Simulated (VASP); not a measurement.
# MnPdBrF2 (P4/mmm) in VASP: notebook

The runs below take MnPdBrF2 through single point, relaxation of cell and atoms, with PBE.

Program: VASP 6.6.1. These are calculated values, not measurements. Logs are shortened: lines on timing, memory, paths and dates and some standing lists are left out, and cuts for length are marked.

**1. The cell of the first run**

It takes space group P4/mmm (No. 123, tetragonal). Conventional cell: a = 4.132 Å, b = 4.132 Å, c = 4.132 Å, α = 90.00°, β = 90.00°, γ = 90.00°. Within 3.8 Å of Mn (site symmetry 4/mmm) lie 4 Br at 2.92 Å and 8 F at 2.92 Å and 8 Pd at 3.58 Å. Within 2.7 Å of Pd (site symmetry 4/mmm) lie 2 Br at 2.07 Å and 4 F at 2.07 Å. Br (site symmetry 4/mmm) has 2 Pd at 2.07 Å within 2.7 Å. Within 2.7 Å of F (site symmetry mmm) lie 2 Pd at 2.07 Å.

**2. Single point, PBE, collinear spin, ferromagnetic start**

INCAR

```
  PREC = Accurate
  ENCUT = 520
  EDIFF = 1E-6
  ISMEAR = 0
  SIGMA = 0.1
  LREAL = F
  LASPH = T
  NELM = 150
  ALGO = Normal
  ISIF = 2
  LWAVE = F
  LCHARG = F
  ISPIN = 2
  MAGMOM = 4 0 0 0 0
  LORBIT = 11
  LMAXMIX = 4
  GGA = PE
  NBANDS = 34
```

KPOINTS

```
regular mesh
0
Gamma
  4 4 4
```

POSCAR

```
MnPdBrF2
1.0
    4.1318967300      0.0000000000      0.0000000000
    0.0000000000      4.1318967300      0.0000000000
    0.0000000000      0.0000000000      4.1318967300
Mn Pd Br F
1 1 1 2
Direct
    0.5000000000      0.5000000000      0.5000000000
    0.0000000000      0.0000000000      0.0000000000
    0.0000000000      0.0000000000      0.5000000000
    0.5000000000      0.0000000000      0.0000000000
    0.0000000000      0.5000000000      0.0000000000
```

Potentials or basis: VASP PAW PBE potentials, release 64 (Mn_pv, Pd, Br, F).

On the command line:

```console
$ cat potpaw_PBE.64/Mn_pv/POTCAR potpaw_PBE.64/Pd/POTCAR potpaw_PBE.64/Br/POTCAR potpaw_PBE.64/F/POTCAR > POTCAR
$ mpirun -np 1 vasp_std > vasp.out
```

OUTCAR:

```text
PREC = Accurate
   ENCUT = 520
   EDIFF = 1E-6
   ISMEAR = 0
   LREAL = F
   LASPH = T
   NELM = 150
   ISIF = 2
   ISPIN = 2
   LORBIT = 11
   GGA = PE

 ion  position               nearest neighbor table
   1  0.500  0.500  0.500-   3 2.92   3 2.92   3 2.92   3 2.92
   2  0.000  0.000  0.000-   3 2.07   4 2.07   5 2.07   3 2.07   5 2.07   4 2.07
   3  0.000  0.000  0.500-   2 2.07   2 2.07   1 2.92   1 2.92   1 2.92   1 2.92
   4  0.500  0.000  0.000-   2 2.07   2 2.07
   5  0.000  0.500  0.000-   2 2.07   2 2.07

  LATTYP: Found a simple cubic cell.
 ALAT       =     4.1318967300

  Lattice vectors:

 A1 = (   4.1318967300,   0.0000000000,   0.0000000000)
 A2 = (   0.0000000000,   4.1318967300,   0.0000000000)
 A3 = (   0.0000000000,   0.0000000000,   4.1318967300)

Analysis of symmetry for initial positions (statically):
=====================================================================
 Subroutine PRICEL returns:
 Original cell was already a primitive cell.

 Routine SETGRP: Setting up the symmetry group for a
 simple cubic supercell.

 Subroutine GETGRP returns: Found 16 space group operations
 (whereof 16 operations were pure point group operations)
 out of a pool of 48 trial point group operations.

The static configuration has the point symmetry D_4h.

Analysis of symmetry for dynamics (positions and initial velocities):
=====================================================================
 Subroutine PRICEL returns:
 Original cell was already a primitive cell.

 Routine SETGRP: Setting up the symmetry group for a
 simple cubic supercell.

 Subroutine GETGRP returns: Found 16 space group operations
 (whereof 16 operations were pure point group operations)
 out of a pool of 48 trial point group operations.

The dynamic configuration has the point symmetry D_4h.

Analysis of structural, dynamic, and magnetic symmetry:
=====================================================================
 Subroutine PRICEL returns:
 Original cell was already a primitive cell.

 Routine SETGRP: Setting up the symmetry group for a
 simple cubic supercell.

 Subroutine GETGRP returns: Found 16 space group operations
 (whereof 16 operations were pure point group operations)
 out of a pool of 48 trial point group operations.

The overall configuration has the point symmetry D_4h.

 Subroutine INISYM returns: Found 16 space group operations
 (whereof 16 operations are pure point group operations),
 and found     1 'primitive' translations

----------------------------------------------------------------------------------------

                                     Primitive cell

  volume of cell :      70.5421

  direct lattice vectors                    reciprocal lattice vectors
     4.131896730  0.000000000  0.000000000     0.242019601  0.000000000  0.000000000
     0.000000000  4.131896730  0.000000000     0.000000000  0.242019601  0.000000000
     0.000000000  0.000000000  4.131896730     0.000000000  0.000000000  0.242019601

  length of vectors
     4.131896730  4.131896730  4.131896730     0.242019601  0.242019601  0.242019601

  position of ions in fractional coordinates (direct lattice)
     0.500000000  0.500000000  0.500000000
     0.000000000  0.000000000  0.000000000
     0.000000000  0.000000000  0.500000000
     0.500000000  0.000000000  0.000000000
     0.000000000  0.500000000  0.000000000

  ion indices of the primitive-cell ions
   primitive index   ion index
                 1           1
                 2           2
                 3           3
                 4           4
                 5           5

----------------------------------------------------------------------------------------

 KPOINTS: regular mesh

Automatic generation of k-mesh.
 Grid dimensions read from file:
 generate k-points for:    4    4    4

 Generating k-lattice:

  Cartesian coordinates                     Fractional coordinates (reciprocal lattice)
     0.060504900  0.000000000  0.000000000     0.250000000  0.000000000  0.000000000
     0.000000000  0.060504900  0.000000000     0.000000000  0.250000000  0.000000000
     0.000000000  0.000000000  0.060504900     0.000000000  0.000000000  0.250000000

  Length of vectors
     0.060504900  0.060504900  0.060504900

  Shift w.r.t. Gamma in fractional coordinates (k-lattice)
     0.000000000  0.000000000  0.000000000

 Subroutine IBZKPT returns following result:
 ===========================================

 Found     18 irreducible k-points:

 Following reciprocal coordinates:
            Coordinates               Weight
  0.000000  0.000000  0.000000      1.000000
  0.250000  0.000000  0.000000      4.000000
  0.000000  0.000000  0.250000      2.000000
  0.500000  0.000000  0.000000      2.000000
  0.000000  0.000000  0.500000      1.000000
  0.250000  0.250000  0.000000      4.000000
[... 10 lines left out ...]
  0.250000  0.500000  0.500000      4.000000
  0.500000  0.500000  0.500000      1.000000
   k-points           NKPTS =     18   k-points in BZ     NKDIM =     18   number of bands    NBANDS=     34
   number of dos      NEDOS =    301   number of ions     NIONS =      5
   total plane-waves  NPLWV =  32768
   dimension x,y,z NGX =    32 NGY =   32 NGZ =   32
   dimension x,y,z NGXF=    64 NGYF=   64 NGZF=   64
   ions per type =               1   1   1   2
   NGX,Y,Z   is equivalent  to a cutoff of  12.88, 12.88, 12.88 a.u.
   NGXF,Y,Z  is equivalent  to a cutoff of  25.75, 25.75, 25.75 a.u.
 SYSTEM =  unknown system
   PREC   = accura    normal or accurate (medium, high low for compatibility)
   ISTART =      0    job   : 0-new  1-cont  2-samecut
   ICHARG =      2    charge: 1-file 2-atom 10-const
   ISPIN  =      2    spin polarized calculation?
   LNONCOLLINEAR =      F non collinear calculations
   LSORBIT =      F    spin-orbit coupling
   LASPH  =      T    aspherical Exc in radial PAW
   ENCUT  =  520.0 eV  38.22 Ry    6.18 a.u.   7.68  7.68  7.68*2*pi/ulx,y,z
   NELM   =    150;   NELMIN=  2; NELMDL= -5     # of ELM steps
   EDIFF  = 0.1E-05   stopping-criterion for ELM
   LREAL  =      F    real-space projection
   EDIFFG = 0.1E-04   stopping-criterion for IOM
   NSW    =      0    number of steps for IOM
   IBRION =     -1    ionic relax: 0-MD 1-quasi-New 2-CG
   NFREE  =      0    steps in history (QN), initial steepest desc. (CG)
   ISIF   =      2    stress and relaxation
   ISYM   =      2    0-nonsym 1-usesym 2-fastsym
   POTIM  = 0.5000    time-step for ionic-motion
   TEBEG  =    0.0;   TEEND  =   0.0 temperature during run
   PSTRESS=    0.0 pullay stress
   NELECT =      44.0000    total number of electrons
   NUPDOWN=      -1.0000    fix difference up-down
   EMIN   =  10.00;   EMAX   =-10.00  energy-range for DOS
   EFERMI =   0.00;   METHOD = LEGACY
   ISMEAR =     0;   SIGMA  =   0.10  broadening in eV -4-tet -1-fermi 0-gaus
   EFERMI_NEDOS =   21; number of points for ismear=-14 and -15
   IALGO  =     38    algorithm
   IMIX   =      4    mixing-type and parameters
     AMIX     =   0.40;   BMIX     =  1.00
     AMIX_MAG =   1.60;   BMIX_MAG =  1.00
  volume/ion in A,a.u.               =      14.11        95.21
  Fermi-wavevector in a.u.,A,eV,Ry     =   1.398759  2.643271 26.620167  1.956527
  Thomas-Fermi vector in A             =   2.521885
   LORBIT       =     11    0 simple, 1 ext, 2 COOP (PROOUT), +10 PAW based schemes
   GGA     = PE    functional components
   LHFCALC =     F    Hartree Fock is set to
   AEXX    =    0.0000 exact exchange contribution
   IVDW    =     0    specifies the selected vdW correction
   LEPSILON=     F    determine dielectric tensor
   LRPA    =     F    only Hartree local field effects (RPA)
 spin polarized calculation
 Gauss-broadening in eV      SIGMA  =   0.10
  energy-cutoff  :      520.00
  volume of cell :       70.54
 maximum number of plane-waves:      1935
 NGX is ok and might be reduce to    32
   NGX = 15   NGY = 15   NGZ = 15

 number of electron      43.9999996 magnetization       4.7252911

 Free energy of the ion-electron system (eV)
  ---------------------------------------------------
  ext. energy  EPLUGINS =         0.00000000
  ---------------------------------------------------
  free energy    TOTEN  =       -18.83850605 eV

  energy without entropy =      -18.82263305  energy(sigma->0) =      -18.83056955

 E-fermi :   7.1712     XC(G=0): -10.9339

 val. band max:        7.1204225351   @ k =   0.0000   0.0000   0.0000
 cond. band min:       7.1721259306   @ k =   0.5000   0.5000   0.5000
 fundamental gap:      0.0517033955
 Fermi energy:         7.1712290000

 spin component 1

 k-point     1 :       0.0000    0.0000    0.0000
  band No.  band energies     occupation
      1     -44.3862      1.00000
      2     -44.1478      1.00000
      3     -44.1478      1.00000
      4     -17.7605      1.00000
      5     -17.4299      1.00000
      6     -11.7623      1.00000
[... 26 lines left out ...]
     33      17.0693      0.00000
     34      18.5614      0.00000

 k-point     2 :       0.2500    0.0000    0.0000
  band No.  band energies     occupation
      1     -44.3861      1.00000
      2     -44.1482      1.00000
      3     -44.1478      1.00000
      4     -17.6744      1.00000
      5     -17.4232      1.00000
      6     -11.7351      1.00000
[... 26 lines left out ...]
     33      18.7826      0.00000
     34      19.2036      0.00000
[... 553 lines left out ...]
     33      19.3345      0.00000
     34      19.8848      0.00000

 k-point    18 :       0.5000    0.5000    0.5000
  band No.  band energies     occupation
      1     -44.3867      1.00000
      2     -44.1484      1.00000
      3     -44.1484      1.00000
      4     -17.3944      1.00000
      5     -17.3944      1.00000
      6     -10.7013      1.00000
[... 26 lines left out ...]
     33      18.2496      0.00000
     34      19.3431      0.00000
 Fermi energy:         7.1712290000

 spin component 2

 k-point     1 :       0.0000    0.0000    0.0000
  band No.  band energies     occupation
      1     -39.7509      1.00000
      2     -39.6741      1.00000
      3     -39.6741      1.00000
      4     -17.7197      1.00000
      5     -17.3878      1.00000
      6     -11.7389      1.00000
[... 26 lines left out ...]
     33      17.7537      0.00000
     34      18.9229      0.00000

 k-point     2 :       0.2500    0.0000    0.0000
  band No.  band energies     occupation
      1     -39.7509      1.00000
      2     -39.6746      1.00000
      3     -39.6740      1.00000
      4     -17.6335      1.00000
      5     -17.3811      1.00000
      6     -11.7151      1.00000
[... 26 lines left out ...]
     33      19.0585      0.00000
     34      19.5854      0.00000
[... 553 lines left out ...]
     33      19.3308      0.00000
     34      20.1134      0.00000

 k-point    18 :       0.5000    0.5000    0.5000
  band No.  band energies     occupation
      1     -39.7516      1.00000
      2     -39.6750      1.00000
      3     -39.6750      1.00000
      4     -17.3527      1.00000
      5     -17.3527      1.00000
      6     -10.6794      1.00000
[... 26 lines left out ...]
     33      18.4676      0.00000
     34      19.5088      0.00000

------------------------ aborting loop because EDIFF is reached ----------------------------------------

  FORCE on cell =-STRESS in cart. coord.  units (eV):
  Direction    XX          YY          ZZ          XY          YZ          ZX
  --------------------------------------------------------------------------------------
  -------------------------------------------------------------------------------------
  Total        9.2751441      9.2751441     38.0203619      0.0000000      0.0000000      0.0000000
  in kB      210.6603847    210.6603847    863.5320357      0.0000000      0.0000000      0.0000000
  external PRESSURE =     428.2842684 kB  Pullay stress =       0.0000000 kB

 VOLUME and BASIS-vectors are now :
 -----------------------------------------------------------------------------
  energy-cutoff  :      520.00
  volume of cell :       70.54
      direct lattice vectors                 reciprocal lattice vectors
     4.131896730  0.000000000  0.000000000     0.242019601  0.000000000  0.000000000
     0.000000000  4.131896730  0.000000000     0.000000000  0.242019601  0.000000000
     0.000000000  0.000000000  4.131896730     0.000000000  0.000000000  0.242019601

 POSITION                                       TOTAL-FORCE (eV/Angst)
 -----------------------------------------------------------------------------------
      2.06595      2.06595      2.06595         0.000000      0.000000      0.000000
      0.00000      0.00000      0.00000         0.000000      0.000000      0.000000
      0.00000      0.00000      2.06595         0.000000      0.000000      0.000000
      2.06595      0.00000      0.00000         0.000000      0.000000      0.000000
      0.00000      2.06595      0.00000         0.000000      0.000000      0.000000
 -----------------------------------------------------------------------------------
    total drift:                                0.000000      0.000000     -0.000000

  FREE ENERGIE OF THE ION-ELECTRON SYSTEM (eV)
  ---------------------------------------------------
  free  energy   TOTEN  =       -18.8385060468 eV

  energy  without entropy=      -18.8226330492  energy(sigma->0) =      -18.83056955

 total charge

# of ion       s       p       d       tot
------------------------------------------
    1        0.177   6.049   5.001  11.227
    2        0.511   0.821   8.960  10.292
    3        1.623   3.337   0.218   5.178
    4        1.759   4.319   0.000   6.078
    5        1.759   4.319   0.000   6.078
--------------------------------------------------
tot          5.829  18.846  14.179  38.854

 magnetization (x)

# of ion       s       p       d       tot
------------------------------------------
    1        0.070   0.014   4.221   4.305
    2       -0.004  -0.007   0.018   0.007
    3        0.008   0.015  -0.001   0.022
    4       -0.000   0.024   0.000   0.024
    5       -0.000   0.024   0.000   0.024
--------------------------------------------------
tot          0.074   0.070   4.238   4.381
```

Wall time 1.8 min (1 thread of AMD EPYC 9R14 (Zen 4), shared host); peak memory 0.22 GiB.

Results:

* Free energy: -18.8385 eV
* Pressure: 42.8 GPa
* Net moment: 4.73 μB per cell
* Site moments: Mn +4.30; Pd +0.01; Br +0.02; F +0.02 μB
* Valence electrons inside the program's atomic spheres: Mn 11.23; Pd 10.29; Br 5.18; F 6.08

Caveat: the k points lie up to 0.38 Å⁻¹ apart; a cell with one magnetic atom can't hold antiferromagnetic order, which such compounds often take; semilocal functionals often make such compounds metallic where correlation or magnetic order opens a gap, which also shifts bond lengths.

[end of part 1 of 3]
